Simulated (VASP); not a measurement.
# Li16Au in VASP: a series of runs, part 2 of 2

VASP 6.6.1. Earlier steps stand in the parts before.

### Step 4. Single point, PBEsol

INCAR reads:

```
ALGO     = Normal         # electronic algorithm
EDIFF    = 1E-6           # SCF threshold, eV
ENCUT    = 520            # plane-wave cutoff, eV
GGA      = PS             # functional
ISIF     = 2              # what is computed and relaxed
ISMEAR   = 0              # smearing method
LASPH    = T              # aspherical terms in the spheres
LCHARG   = F              # write CHGCAR
LREAL    = Auto         
LWAVE    = F              # write WAVECAR
NBANDS   = 44             # bands
NELM     = 80             # most SCF steps
PREC     = Accurate       # precision mode
SIGMA    = 0.1            # smearing width, eV
```

KPOINTS reads:

```
k-points
0
Gamma
  3 3 1
```

POSCAR reads:

```
Li16Au
1.0
    6.9800000000      0.0000000000      0.0000000000
    3.4900000000      4.9356050000      0.0000000000
    0.0000000000      0.0000000000     19.4034080000
Li Au
16 1
Direct
   -0.2500000150      0.5000000300      0.0515373400
    0.2499999850      0.5000000300      0.0515373400
   -0.2500000350      1.0000000700      0.0515373400
    0.2499999650      1.0000000700      0.0515373400
    0.0030047766     -0.0000403447      0.1705215653
    0.4970355681     -0.0000403447      0.1705215653
    0.0000363142      0.4999273717      0.1717652614
    0.4989188066      0.5021623868      0.1735446283
   -0.2374200019      0.5057879742      0.3016507972
    0.2316320277      0.5057879742      0.3016507972
   -0.2610353122      1.0220706243      0.2889583928
    0.2604712096      0.9790575808      0.2899223694
    0.0036076679      0.0258600579      0.4114633709
    0.4705322743      0.0258600579      0.4114633709
   -0.0326267099      0.5652534198      0.4413600789
    0.5042451809      0.4915096382      0.4319644793
    0.7297728537      1.0404542926      0.4956295898
```

Potentials or basis: VASP PAW PBE potentials, release 64 (Li_sv, Au).

On the command line:

```console
$ cat potpaw_PBE.64/Li_sv/POTCAR potpaw_PBE.64/Au/POTCAR > POTCAR
$ mpirun -np 1 vasp_std > vasp.out
```

OUTCAR:

```text
EDIFF = 1E-6
   ENCUT = 520
   GGA = PS
   ISIF = 2
   ISMEAR = 0
   LASPH = T
   LREAL = Auto
   NELM = 80
   PREC = Accurate

 ion  position               nearest neighbor table
   1  0.750  0.500  0.052-
   2  0.250  0.500  0.052-
   3  0.750  0.000  0.052-
   4  0.250  0.000  0.052-
   5  0.003  1.000  0.171-
   6  0.497  1.000  0.171-
   7  0.000  0.500  0.172-
   8  0.499  0.502  0.174-
[... 396 lines left out ...]
  -------------------------------------------------------------------------------------
  Total       -0.7125612     -1.9693645     -0.1806046      0.0000000     -0.0123065      0.0000000
  in kB       -1.7078862     -4.7202267     -0.4328780      0.0000000     -0.0294967      0.0000000
  external PRESSURE =      -2.2869970 kB  Pullay stress =       0.0000000 kB

 VOLUME and BASIS-vectors are now :
 -----------------------------------------------------------------------------
  energy-cutoff  :      520.00
  volume of cell :      668.46
      direct lattice vectors                 reciprocal lattice vectors
     6.980000000  0.000000000  0.000000000     0.143266476 -0.101304703  0.000000000
     3.490000000  4.935605000  0.000000000     0.000000000  0.202609407  0.000000000
     0.000000000  0.000000000 19.403408000     0.000000000  0.000000000  0.051537338

 POSITION                                       TOTAL-FORCE (eV/Angst)
 -----------------------------------------------------------------------------------
      6.98000      2.46780      1.00000        -0.007888      0.003171      0.011116
      3.49000      2.46780      1.00000         0.007888      0.003171      0.011116
      5.23500      0.00000      1.00000         0.000000     -0.005137     -0.001926
      1.74500      0.00000      1.00000        -0.000000     -0.002056     -0.034639
      3.51083      4.93541      3.30870        -0.002687      0.000215     -0.002888
      6.95917      4.93541      3.30870         0.002687      0.000215     -0.002888
[... 9 lines left out ...]
      5.23500      2.42590      8.38158        -0.000000      0.009496      0.000465
      5.23500      0.19967      9.61690        -0.000000     -0.005360      0.010218
 -----------------------------------------------------------------------------------
    total drift:                               -0.000008      0.006565     -0.010086

  FREE ENERGIE OF THE ION-ELECTRON SYSTEM (eV)
  ---------------------------------------------------
  free  energy   TOTEN  =       -33.3923360439 eV

  energy  without entropy=      -33.3379230777  energy(sigma->0) =      -33.36512956
```

Run time: 3.6 min. Hardware: 1 thread of Intel Xeon 6975P-C (Granite Rapids), shared host; peak memory 0.72 GiB.

What came out:

| Quantity | Value |
| --- | --- |
| Free energy | -33.3923 eV |
| Largest force | 0.035 eV/Å |

Forces on the atoms (eV/Å):
```
Li  -0.008  0.003  0.011
Li   0.008  0.003  0.011
Li   0.000 -0.005 -0.002
Li   0.000 -0.002 -0.035
Li  -0.003  0.000 -0.003
Li   0.003  0.000 -0.003
Li   0.000  0.002  0.000
Li   0.000 -0.003 -0.001
Li   0.000  0.001 -0.002
Li   0.000  0.001 -0.002
Li   0.000 -0.002  0.006
Li   0.000  0.002  0.003
Li  -0.002 -0.003  0.000
Li   0.002 -0.003  0.000
Li   0.000  0.002  0.005
Li   0.000  0.009  0.000
Au   0.000 -0.005  0.010
```

Caveat: the k points lie up to 0.42 Å⁻¹ apart; the cutoff is under 1.25 times the usual one of these potentials, so pressure, stress and relaxed cells hold a basis-set (Pulay) error; the PAW data sets were made with another functional, which shifts forces and pressure a little; spin-orbit coupling is left out, which moves the levels of the heavy elements.

### Step 5. Single point, PBEsol

INCAR reads:

```
SYSTEM = Li16Au
  ALGO = Normal
  EDIFF = 1E-6
  ENCUT = 520
  GGA = PS
  ISIF = 2
  ISMEAR = 0
  LASPH = .TRUE.
  LCHARG = .FALSE.
  LREAL = Auto
  LWAVE = .FALSE.
  NBANDS = 44
  NELM = 80
  PREC = Accurate
  SIGMA = 0.1
```

KPOINTS reads:

```
k-points
0
G
  3 3 1
  0 0 0
```

POSCAR reads:

```
Li16Au
1.0
    6.9800000000      0.0000000000      0.0000000000
    3.4900000000      4.9356050000      0.0000000000
    0.0000000000      0.0000000000     19.4034080000
Li Au
16 1
Direct
   -0.2500000507      0.5000001013      0.0515373382
    0.2499999493      0.5000001013      0.0515373382
   -0.2500000000      1.0000000000      0.0515373382
    0.2500000000      1.0000000000      0.0515373382
    0.0030048301     -0.0000403193      0.1705215908
    0.4970354891     -0.0000403193      0.1705215908
    0.0000363177      0.4999273645      0.1717652384
    0.4989188256      0.5021623489      0.1735446165
   -0.2374200966      0.5057880442      0.3016508234
    0.2316320524      0.5057880442      0.3016508234
   -0.2610353239      1.0220706479      0.2889584139
    0.2604712593      0.9790574813      0.2899223683
    0.0036076533      0.0258600516      0.4114633883
    0.4705322951      0.0258600516      0.4114633883
   -0.0326267499      0.5652534998      0.4413600951
    0.5042452242      0.4915095515      0.4319644776
    0.7297728951      1.0404542098      0.4956295822
```

On the command line:

```console
$ cat potpaw_PBE.64/Li_sv/POTCAR potpaw_PBE.64/Au/POTCAR > POTCAR
$ mpirun -np 1 vasp_std > vasp.out
```

Run time: 3.4 min. Hardware: 1 thread of Intel Xeon 6975P-C (Granite Rapids), shared host; peak memory 0.71 GiB.

The run converged. Its results:

* Free energy: -33.3923 eV
* Largest force: 0.035 eV/Å

Forces in eV/Å, atoms in the order of the input:
```
Li  -0.008  0.003  0.011
Li   0.008  0.003  0.011
Li   0.000 -0.005 -0.002
Li   0.000 -0.002 -0.035
Li  -0.003  0.000 -0.003
Li   0.003  0.000 -0.003
Li   0.000  0.002  0.000
Li   0.000 -0.003 -0.001
Li   0.000  0.001 -0.002
Li   0.000  0.001 -0.002
Li   0.000 -0.002  0.006
Li   0.000  0.002  0.003
Li  -0.002 -0.003  0.000
Li   0.002 -0.003  0.000
Li   0.000  0.002  0.005
Li   0.000  0.009  0.000
Au   0.000 -0.005  0.010
```

Levels at points of the mesh, in eV from the Fermi level:
```tsv
k point	band 26	band 27	band 28	band 29	band 30	band 31	band 32	band 33
(0.00, 0.00, 0.00)	-0.03	0.01	0.05	0.05	0.10	0.24	0.28	0.41
```

Caveat: the k points lie up to 0.42 Å⁻¹ apart; the cutoff is under 1.25 times the usual one of these potentials, so pressure, stress and relaxed cells hold a basis-set (Pulay) error; the PAW data sets were made with another functional, which shifts forces and pressure a little; spin-orbit coupling is left out, which moves the levels of the heavy elements.

### Step 6. Single point, PBEsol

INCAR reads:

```
PREC = Accurate
ENCUT = 520
EDIFF = 1E-6
ISMEAR = 0
SIGMA = 0.1
LREAL = Auto
LASPH = T
NELM = 100
ALGO = Normal
ISIF = 2
LWAVE = F
LCHARG = F
GGA = PS
NBANDS = 44
```

KPOINTS reads:

```
Automatic mesh
0
Gamma
  3 3 1
```

POSCAR reads:

```
Li16Au
1.0
    6.9800000000      0.0000000000      0.0000000000
    3.4900000000      4.9356050000      0.0000000000
    0.0000000000      0.0000000000     19.4034080000
Li Au
16 1
Direct
   -0.2500000000      0.5000000000      0.0515373000
    0.2500000000      0.5000000000      0.0515373000
   -0.2500000000      1.0000000000      0.0515373000
    0.2500000000      1.0000000000      0.0515373000
    0.0030729936      0.0003791225      0.1704187555
    0.4965752701      0.0007922412      0.1702824841
    0.0012336018      0.4975092428      0.1734401136
    0.4999129645      0.5007124216      0.1719428263
   -0.2606407653      0.4919105620      0.3024176148
    0.2700840056      0.4921964152      0.3023048067
   -0.2381218870      0.9768700917      0.2897236534
    0.2418592837      1.0182498589      0.2904453455
    0.0298076880     -0.0264254382      0.4115202307
    0.4979388351     -0.0253401783      0.4116324173
   -0.0028441516      0.5079282549      0.4332853755
    0.5319000891      0.4362760083      0.4419842303
    0.7706602662      0.9610098975      0.4961561487
```

Potentials or basis: VASP PAW PBE potentials, release 64 (Li_sv, Au).

On the command line:

```console
$ cat potpaw_PBE.64/Li_sv/POTCAR potpaw_PBE.64/Au/POTCAR > POTCAR
$ mpirun -np 1 vasp_std > vasp.out
```

It took 4.6 min on 1 thread of Intel Xeon 6975P-C (Granite Rapids), shared host; peak memory 0.73 GiB.

Results (log left out):

```
Free energy   : -33.3921 eV
Largest force : 0.039 eV/Å
```

Forces in eV/Å, atoms in the order of the input:
```
Li   0.007 -0.004  0.010
Li  -0.007 -0.004  0.011
Li   0.001  0.004 -0.005
Li  -0.001  0.001 -0.039
Li  -0.008  0.001  0.012
Li   0.009 -0.003  0.012
Li  -0.001  0.009  0.009
Li   0.000 -0.003  0.005
Li   0.004  0.003 -0.008
Li  -0.006  0.006 -0.008
Li   0.000 -0.007 -0.020
Li  -0.002  0.001 -0.012
Li   0.001  0.008  0.008
Li  -0.002 -0.003  0.012
Li  -0.002 -0.008  0.000
Li   0.008 -0.003  0.005
Au  -0.001  0.003  0.006
```

Levels at points of the mesh, in eV from the Fermi level:
```
           k point  band 27  band 28  band 29  band 30  band 31  band 32
(0.00, 0.00, 0.00)     0.01     0.05     0.06     0.10     0.24     0.28
```

Caveat: the k points lie up to 0.42 Å⁻¹ apart; the cutoff is under 1.25 times the usual one of these potentials, so pressure, stress and relaxed cells hold a basis-set (Pulay) error; the PAW data sets were made with another functional, which shifts forces and pressure a little; spin-orbit coupling is left out, which moves the levels of the heavy elements.
